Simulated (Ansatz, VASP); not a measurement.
**SnO in VASP and in Ansatz**

```xyz
8
Lattice="2.7369 -2.7378 0.0000 2.7369 2.7378 0.0000 0.0000 0.0000 10.2220" Properties=species:S:1:pos:R:3 pbc="T T T"
Sn    2.7369   -1.2952    8.8303
Sn    2.7369    1.2952    1.3916
Sn    2.7369   -1.4426    3.7193
Sn    2.7369    1.4426    6.5026
O     1.3685   -0.0654    2.5555
O     4.1054    0.0654    7.6665
O     1.3685    0.0654    7.6665
O     4.1054   -0.0654    2.5555
```

Alike in both runs: task single point; functional PBE; k mesh 4 × 4 × 2; occupations gaussian, width 0.1 eV; no spin polarisation.

```csv
,VASP,Ansatz
version,VASP 6.6.1,Ansatz 0.2.0
potentials or method,"VASP PAW PBE potentials, release 64 (Sn_d, O), cutoff 520 eV","scalar-relativistic, plane waves, PAW"
valence electrons in the cell,80,80
```

|  | VASP | Ansatz | Ansatz less VASP |
| --- | --- | --- | --- |
| gap on the k mesh at the Fermi level (eV) | 0.54 | 0.53 | -0.009 |
| least direct gap on the mesh (eV) | 1.74 | 1.79 | +0.046 |
| pressure (GPa) | -0.2 | -0.3 | -0.18 |
| traceless stress, the component that is largest in VASP (GPa) | -0.04 | -0.05 | -0.017 |
| rms of the force components (eV/Å) | 0.020 | 0.041 | +0.0208 |

Atom by atom the forces differ by 0.031 eV/Å (rms over components). The functional is the same, so the differences come from potentials, cutoffs and numerics.
